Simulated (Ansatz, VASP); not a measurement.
BaBi: VASP beside Ansatz

File INCAR:

```
PREC = Accurate
ENCUT = 520
EDIFF = 1E-6
ISMEAR = 0
SIGMA = 0.1
LREAL = F
LASPH = T
NELM = 80
ALGO = Fast
ISIF = 2
LWAVE = F
LCHARG = T
GGA = PE
LELF = T
LVHAR = T
NBANDS = 20
```

File KPOINTS:

```
Automatic mesh
0
Gamma
  4 4 4
```

Contents of POSCAR:

```
BaBi
1.0
    4.1263587335      0.0000000000      0.0000000000
    0.0000000000      4.1263587335      0.0000000000
    0.0000000000      0.0000000000      4.1263587335
Ba Bi
1 1
Direct
    0.0000000000      0.0000000000      0.0000000000
    0.5000000000      0.5000000000      0.5000000000
```

Input for Ansatz:

```yaml
crystal:
  lattice:
    - [4.1263587335, 0.0, 0.0]
    - [0.0, 4.1263587335, 0.0]
    - [0.0, 0.0, 4.1263587335]
  atoms:
    - { symbol: Ba, position: [0.0, 0.0, 0.0] }
    - { symbol: Bi, position: [0.5, 0.5, 0.5] }
basis:
  ecutwfc: 420
kpoints:
  mp_grid: { grid: [4, 4, 4] }
hamiltonian:
  xc: pbe
scf:
  occupations: { method: gaussian, width: 0.1 }
  lower_state_search: "off"
output:
  forces: true
  stress: true
  eigenvalues: true
```

Alike in both runs: task single point; functional PBE; k mesh 4 × 4 × 4; occupations gaussian, width 0.1 eV; no spin polarisation.

|  | VASP | Ansatz |
| --- | --- | --- |
| version | VASP 6.6.1 | Ansatz 0.2.0 |
| potentials or method | VASP PAW PBE potentials, release 64 (Ba_sv, Bi_d), cutoff 520 eV | scalar-relativistic, plane waves, PAW |
| valence electrons in the cell | 25 | 25 |

```csv
,VASP,Ansatz,Ansatz less VASP
gap on the k mesh at the Fermi level (eV),none,none,-
pressure (GPa),6.2,5.6,-0.55
```

A gap of «none» marks a metal or a gap that the smearing closes. The functional is the same, so the differences come from potentials, cutoffs and numerics.

The k mesh is coarse, so the values compare programs but aren't converged. Neither program's run includes spin-orbit coupling.
